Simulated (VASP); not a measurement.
# SnO2 (Pnnm) in VASP: a series of runs

The runs below take SnO2 through single point, with LDA.

Program: VASP 6.6.1. These are calculated values, not measurements. Logs are shortened: lines on timing, memory, paths and dates and some standing lists are left out, and cuts for length are marked.

## (1) The cell of the first run

Symmetry: Pnnm, No. 58, orthorhombic system. Conventional cell: a = 4.792 Å, b = 4.793 Å, c = 3.238 Å, α = 90.00°, β = 90.00°, γ = 90.00°. Sn (site symmetry 2/m) has 6 O at 2.05 to 2.13 Å within 2.7 Å. Within 2.7 Å of O (site symmetry m) lie 3 Sn at 2.05 to 2.13 Å and 1 O at 2.51 Å.

## (2) Single point, LDA (atoms shifted along a free coordinate)

File INCAR:

```
  PREC = Accurate
  ENCUT = 520
  EDIFF = 1E-6
  ISMEAR = 0
  SIGMA = 0.05
  LREAL = False
  LASPH = True
  NELM = 100
  ALGO = Normal
  ISIF = 2
  LWAVE = False
  LCHARG = False
  NBANDS = 35
```

File KPOINTS:

```
regular mesh
0
Gamma
  6 6 8
```

File POSCAR:

```
SnO2
1.0
    4.7924604755      0.0000000000      0.0000000000
    0.0000000000      4.7929689394      0.0000000000
    0.0000000000      0.0000000000      3.2376852524
Sn O
2 4
Direct
    0.5000000000      0.5000000000      0.5000000000
    0.0000000000      0.0000000000      0.0000000000
    0.3059920358      0.3234744991      0.0000000000
    0.8059920358      0.1765255009      0.5000000000
    0.1940079642      0.8234744991      0.5000000000
    0.6940079642      0.6765255009      0.0000000000
```

Potentials or basis: VASP PAW LDA potentials, release 64 (Sn_d, O).

Launch:

```bash
$ cat potpaw_LDA.64/Sn_d/POTCAR potpaw_LDA.64/O/POTCAR > POTCAR
$ mpirun -np 1 vasp_std > vasp.out
```

OUTCAR:

```text
PREC = Accurate
   ENCUT = 520
   EDIFF = 1E-6
   ISMEAR = 0
   LREAL = False
   LASPH = True
   NELM = 100
   ISIF = 2

 ion  position               nearest neighbor table
   1  0.500  0.500  0.500-   3 2.05   6 2.05   3 2.05   6 2.05   5 2.13   4 2.13   2 3.76   2 3.76
                             2 3.76   2 3.76   2 3.76   2 3.76   2 3.76   2 3.76
   2  0.000  0.000  0.000-   4 2.05   5 2.05   4 2.05   5 2.05   3 2.13   6 2.13   1 3.76   1 3.76
                             1 3.76   1 3.76   1 3.76   1 3.76   1 3.76   1 3.76
   3  0.306  0.323  0.000-   1 2.05   1 2.05   2 2.13
   4  0.806  0.177  0.500-   2 2.05   2 2.05   1 2.13
   5  0.194  0.823  0.500-   2 2.05   2 2.05   1 2.13
   6  0.694  0.677  0.000-   1 2.05   1 2.05   2 2.13

  LATTYP: Found a simple orthorhombic cell.
 ALAT       =     3.2376852524
 B/A-ratio  =     1.4802119730
 C/A-ratio  =     1.4803690185

  Lattice vectors:

 A1 = (   0.0000000000,   0.0000000000,   3.2376852524)
 A2 = (   4.7924604755,   0.0000000000,   0.0000000000)
 A3 = (   0.0000000000,   4.7929689394,   0.0000000000)

Analysis of symmetry for initial positions (statically):
=====================================================================
 Subroutine PRICEL returns:
 Original cell was already a primitive cell.

 Routine SETGRP: Setting up the symmetry group for a
 simple orthorhombic supercell.

 Subroutine GETGRP returns: Found  8 space group operations
 (whereof  4 operations were pure point group operations)
 out of a pool of  8 trial point group operations.

The static configuration has the point symmetry C_2h.
 The point group associated with its full space group is D_2h.

Analysis of symmetry for dynamics (positions and initial velocities):
=====================================================================
 Subroutine PRICEL returns:
 Original cell was already a primitive cell.

 Routine SETGRP: Setting up the symmetry group for a
 simple orthorhombic supercell.

 Subroutine GETGRP returns: Found  8 space group operations
 (whereof  4 operations were pure point group operations)
 out of a pool of  8 trial point group operations.

The dynamic configuration has the point symmetry C_2h.
 The point group associated with its full space group is D_2h.

 Subroutine INISYM returns: Found  8 space group operations
 (whereof  4 operations are pure point group operations),
 and found     1 'primitive' translations

----------------------------------------------------------------------------------------

                                     Primitive cell

  volume of cell :      74.3700

  direct lattice vectors                    reciprocal lattice vectors
     4.792460476  0.000000000  0.000000000     0.208661084  0.000000000  0.000000000
     0.000000000  4.792968939  0.000000000     0.000000000  0.208638949  0.000000000
     0.000000000  0.000000000  3.237685252     0.000000000  0.000000000  0.308862636

  length of vectors
     4.792460476  4.792968939  3.237685252     0.208661084  0.208638949  0.308862636

  position of ions in fractional coordinates (direct lattice)
     0.500000000  0.500000000  0.500000000
     0.000000000  0.000000000  0.000000000
     0.305992036  0.323474499  0.000000000
     0.805992036  0.176525501  0.500000000
     0.194007964  0.823474499  0.500000000
     0.694007964  0.676525501  0.000000000

  ion indices of the primitive-cell ions
   primitive index   ion index
                 1           1
                 2           2
                 3           3
                 4           4
                 5           5
                 6           6

----------------------------------------------------------------------------------------

 KPOINTS: regular mesh

Automatic generation of k-mesh.
 Grid dimensions read from file:
 generate k-points for:    6    6    8

 Generating k-lattice:

  Cartesian coordinates                     Fractional coordinates (reciprocal lattice)
     0.034776847  0.000000000  0.000000000     0.166666667  0.000000000  0.000000000
     0.000000000  0.034773158  0.000000000     0.000000000  0.166666667  0.000000000
     0.000000000  0.000000000  0.038607829     0.000000000  0.000000000  0.125000000

  Length of vectors
     0.034776847  0.034773158  0.038607829

  Shift w.r.t. Gamma in fractional coordinates (k-lattice)
     0.000000000  0.000000000  0.000000000

 Subroutine IBZKPT returns following result:
 ===========================================

 Found     80 irreducible k-points:

 Following reciprocal coordinates:
            Coordinates               Weight
  0.000000  0.000000  0.000000      1.000000
  0.166667  0.000000  0.000000      2.000000
  0.333333  0.000000  0.000000      2.000000
  0.500000  0.000000  0.000000      1.000000
  0.000000  0.166667  0.000000      2.000000
  0.166667  0.166667  0.000000      4.000000
[... 16 lines left out ...]
  0.333333  0.166667  0.125000      8.000000
  0.500000  0.166667  0.125000      4.000000
 [... further k-points ...]
   k-points           NKPTS =     80   k-points in BZ     NKDIM =     80   number of bands    NBANDS=     35
   number of dos      NEDOS =    301   number of ions     NIONS =      6
   total plane-waves  NPLWV =  31104
   dimension x,y,z NGX =    36 NGY =   36 NGZ =   24
   dimension x,y,z NGXF=    72 NGYF=   72 NGZF=   48
   ions per type =               2   4
   NGX,Y,Z   is equivalent  to a cutoff of  12.49, 12.49, 12.32 a.u.
   NGXF,Y,Z  is equivalent  to a cutoff of  24.98, 24.97, 24.65 a.u.
 SYSTEM =  unknown system
   PREC   = accura    normal or accurate (medium, high low for compatibility)
   ISTART =      0    job   : 0-new  1-cont  2-samecut
   ICHARG =      2    charge: 1-file 2-atom 10-const
   ISPIN  =      1    spin polarized calculation?
   LNONCOLLINEAR =      F non collinear calculations
   LSORBIT =      F    spin-orbit coupling
   LASPH  =      T    aspherical Exc in radial PAW
   ENCUT  =  520.0 eV  38.22 Ry    6.18 a.u.   8.91  8.91  6.02*2*pi/ulx,y,z
   NELM   =    100;   NELMIN=  2; NELMDL= -5     # of ELM steps
   EDIFF  = 0.1E-05   stopping-criterion for ELM
   LREAL  =      F    real-space projection
   EDIFFG = 0.1E-04   stopping-criterion for IOM
   NSW    =      0    number of steps for IOM
   IBRION =     -1    ionic relax: 0-MD 1-quasi-New 2-CG
   NFREE  =      0    steps in history (QN), initial steepest desc. (CG)
   ISIF   =      2    stress and relaxation
   ISYM   =      2    0-nonsym 1-usesym 2-fastsym
   POTIM  = 0.5000    time-step for ionic-motion
   TEBEG  =    0.0;   TEEND  =   0.0 temperature during run
   PSTRESS=    0.0 pullay stress
   NELECT =      52.0000    total number of electrons
   NUPDOWN=      -1.0000    fix difference up-down
   EMIN   =  10.00;   EMAX   =-10.00  energy-range for DOS
   EFERMI =   0.00;   METHOD = LEGACY
   ISMEAR =     0;   SIGMA  =   0.05  broadening in eV -4-tet -1-fermi 0-gaus
   EFERMI_NEDOS =   21; number of points for ismear=-14 and -15
   IALGO  =     38    algorithm
   IMIX   =      4    mixing-type and parameters
     AMIX     =   0.40;   BMIX     =  1.00
     AMIX_MAG =   1.60;   BMIX_MAG =  1.00
  volume/ion in A,a.u.               =      12.39        83.65
  Fermi-wavevector in a.u.,A,eV,Ry     =   1.453037  2.745842 28.726207  2.111317
  Thomas-Fermi vector in A             =   2.570350
   LORBIT       =      0    0 simple, 1 ext, 2 COOP (PROOUT), +10 PAW based schemes
   GGA     = CA    functional components
   LHFCALC =     F    Hartree Fock is set to
   AEXX    =    0.0000 exact exchange contribution
   IVDW    =     0    specifies the selected vdW correction
   LEPSILON=     F    determine dielectric tensor
   LRPA    =     F    only Hartree local field effects (RPA)
 non-spin polarized calculation
 Gauss-broadening in eV      SIGMA  =   0.05
  energy-cutoff  :      520.00
  volume of cell :       74.37
 maximum number of plane-waves:      2044
 NGX is ok and might be reduce to    36
   NGX = 17   NGY = 17   NGZ = 13

 number of electron      52.0000011 magnetization

 Free energy of the ion-electron system (eV)
  ---------------------------------------------------
  ext. energy  EPLUGINS =         0.00000000
  ---------------------------------------------------
  free energy    TOTEN  =       -42.09477715 eV

  energy without entropy =      -42.09477715  energy(sigma->0) =      -42.09477715

 E-fermi :   5.6022     XC(G=0): -11.5862

 val. band max:        5.3682707928   @ k =   0.0000   0.0000   0.0000
 cond. band min:       6.2510055244   @ k =   0.0000   0.0000   0.0000
 fundamental gap:      0.8827347316
 Fermi energy:         5.6021590930

 k-point     1 :       0.0000    0.0000    0.0000
  band No.  band energies     occupation
      1     -15.5235      2.00000
      2     -14.9398      2.00000
      3     -14.6114      2.00000
      4     -14.6078      2.00000
      5     -14.6014      2.00000
      6     -14.4872      2.00000
[... 27 lines left out ...]
     34      16.6431      0.00000
     35      17.1682      0.00000

 k-point     2 :       0.1667    0.0000    0.0000
  band No.  band energies     occupation
      1     -15.4879      2.00000
      2     -14.9738      2.00000
      3     -14.6099      2.00000
      4     -14.6067      2.00000
      5     -14.6002      2.00000
      6     -14.5051      2.00000
[... 27 lines left out ...]
     34      16.7844      0.00000
     35      17.1720      0.00000

 k-point     3 :       0.3333    0.0000    0.0000
  band No.  band energies     occupation
      1     -15.3863      2.00000
      2     -15.0812      2.00000
      3     -14.6066      2.00000
      4     -14.6047      2.00000
      5     -14.5957      2.00000
      6     -14.5553      2.00000
[... 27 lines left out ...]
     34      17.2794      0.00000
     35      17.2920      0.00000
[... 723 lines left out ...]
 k-point    23 :       0.3333    0.1667    0.1250
  band No.  band energies     occupation
      1     -15.3079      2.00000
      2     -15.0510      2.00000
      3     -14.7479      2.00000
      4     -14.7465      2.00000
      5     -14.5585      2.00000
      6     -14.5203      2.00000
[... 27 lines left out ...]
     34      17.2096      0.00000
     35      17.5413      0.00000

 k-point    24 :       0.5000    0.1667    0.1250
  band No.  band energies     occupation
      1     -15.1887      2.00000
      2     -15.1887      2.00000
      3     -14.7478      2.00000
      4     -14.7478      2.00000
      5     -14.5411      2.00000
      6     -14.5411      2.00000
[... 27 lines left out ...]
     34      17.2983      0.00000
     35      17.5503      0.00000

 [... further k-points ...]
[... 5 lines left out ...]
  --------------------------------------------------------------------------------------
  -------------------------------------------------------------------------------------
  Total       -2.3081594     -2.5733143     -2.6754007      0.0000000      0.0000000      0.0000000
  in kB      -49.7254359    -55.4377557    -57.6370357      0.0000000      0.0000000      0.0000000
  external PRESSURE =     -54.2667424 kB  Pullay stress =       0.0000000 kB

 VOLUME and BASIS-vectors are now :
 -----------------------------------------------------------------------------
  energy-cutoff  :      520.00
  volume of cell :       74.37
      direct lattice vectors                 reciprocal lattice vectors
     4.792460476  0.000000000  0.000000000     0.208661084  0.000000000  0.000000000
     0.000000000  4.792968939  0.000000000     0.000000000  0.208638949  0.000000000
     0.000000000  0.000000000  3.237685252     0.000000000  0.000000000  0.308862636

 POSITION                                       TOTAL-FORCE (eV/Angst)
 -----------------------------------------------------------------------------------
      2.39623      2.39648      1.61884         0.000000     -0.000000      0.000000
      0.00000      0.00000      0.00000         0.000000     -0.000000      0.000000
      1.46645      1.55040      0.00000        -0.756323     -0.808529     -0.000000
      3.86268      0.84608      1.61884        -0.756323      0.808529     -0.000000
      0.92978      3.94689      1.61884         0.756323     -0.808529      0.000000
      3.32601      3.24257      0.00000         0.756323      0.808529      0.000000
 -----------------------------------------------------------------------------------
    total drift:                                0.000000      0.000000      0.000000

  FREE ENERGIE OF THE ION-ELECTRON SYSTEM (eV)
  ---------------------------------------------------
  free  energy   TOTEN  =       -42.0947771499 eV

  energy  without entropy=      -42.0947771499  energy(sigma->0) =      -42.09477715
```

Wall time 5.2 min (1 thread of AMD EPYC 7R13, shared host); peak memory 0.24 GiB.

What came out:

```
Free energy            : -42.0948 eV
Pressure               : -5.4 GPa
Largest force          : 1.107 eV/Å
Band gap on the k mesh : 0.88 eV
```

Forces on the atoms (eV/Å):
```
Sn   0.000  0.000  0.000
Sn   0.000  0.000  0.000
O   -0.756 -0.809  0.000
O   -0.756  0.809  0.000
O    0.756 -0.809  0.000
O    0.756  0.809  0.000
```

Caveat: the cell differs from its parent crystal (atoms shifted along a free coordinate); the cell stands under tension; spin-orbit coupling is left out, which moves the levels of the heavy elements; forces of over 1 eV/Å act on the atoms, so gaps and moduli don't describe the material at rest.

## (3) Single point, LDA

File INCAR:

```
PREC = Accurate
ENCUT = 520
EDIFF = 1E-7
ISMEAR = 0
SIGMA = 0.05
LREAL = F
LASPH = T
NELM = 80
ALGO = Normal
ISIF = 2
LWAVE = F
LCHARG = F
NBANDS = 35
```

KPOINTS is that of step 2.

File POSCAR:

```
SnO2
1.0
    4.7924604755      0.0000000000      0.0000000000
    0.0000000000      4.7929689394      0.0000000000
    0.0000000000      0.0000000000      3.2376852524
Sn O
2 4
Direct
    0.5000000000      0.5000000000      0.5000000000
    0.0000000000      0.0000000000      0.0000000000
    0.3059920358      0.3061675029      0.0000000000
    0.8059920358      0.1938324971      0.5000000000
    0.1940079642      0.8061675029      0.5000000000
    0.6940079642      0.6938324971      0.0000000000
```

Potentials or basis: VASP PAW LDA potentials, release 64 (Sn_d, O).

Launch:

```bash
$ cat potpaw_LDA.64/Sn_d/POTCAR potpaw_LDA.64/O/POTCAR > POTCAR
$ mpirun -np 1 vasp_std > vasp.out
```

Run time: 5.1 min. Hardware: 1 thread of AMD EPYC 7R13, shared host; peak memory 0.24 GiB.

It converged, with:

| Quantity | Value |
| --- | --- |
| Free energy | -42.2140 eV |
| Pressure | -7.7 GPa |
| Largest force | 0.120 eV/Å |
| Band gap on the k mesh | 0.69 eV |

Forces in eV/Å, atoms in the order of the input:
```
Sn   0.000  0.000  0.000
Sn   0.000  0.000  0.000
O    0.085  0.085  0.000
O    0.085 -0.085  0.000
O   -0.085  0.085  0.000
O   -0.085 -0.085  0.000
```

Stress tensor (GPa, compression positive):
```
-7.05  0.00  0.00
 0.00 -7.05  0.00
 0.00  0.00 -9.04
```

Levels at points of the mesh, in eV from the valence-band top:
| k point | band 23 | band 24 | band 25 | band 26 | band 27 | band 28 | band 29 | band 30 |
| --- | --- | --- | --- | --- | --- | --- | --- | --- |
| (0.00, 0.00, 0.00) | -1.30 | -0.77 | -0.77 | 0.00 | 0.69 | 5.56 | 5.84 | 5.84 |
| (0.50, 0.00, 0.00) | -1.26 | -1.26 | -0.63 | -0.63 | 3.89 | 3.89 | 6.58 | 6.58 |
| (0.00, 0.50, 0.00) | -1.26 | -1.26 | -0.63 | -0.63 | 3.89 | 3.89 | 6.58 | 6.58 |
| (0.50, 0.50, 0.00) | -1.38 | -1.38 | -0.87 | -0.87 | 4.26 | 4.26 | 7.01 | 7.01 |
| (0.00, 0.00, 0.50) | -1.62 | -1.62 | -1.22 | -1.22 | 5.55 | 5.55 | 9.21 | 9.21 |
| (0.50, 0.00, 0.50) | -1.06 | -1.06 | -0.76 | -0.76 | 5.82 | 5.82 | 7.53 | 7.53 |
| (0.00, 0.50, 0.50) | -1.06 | -1.06 | -0.76 | -0.76 | 5.82 | 5.82 | 7.53 | 7.53 |
| (0.50, 0.50, 0.50) | -0.95 | -0.95 | -0.80 | -0.80 | 4.28 | 4.28 | 8.42 | 8.42 |

Caveat: the cell stands under tension; semilocal functionals underestimate gaps, and a narrow one can read as zero; spin-orbit coupling is left out, which moves the levels of the heavy elements.

[end of part 1 of 3]
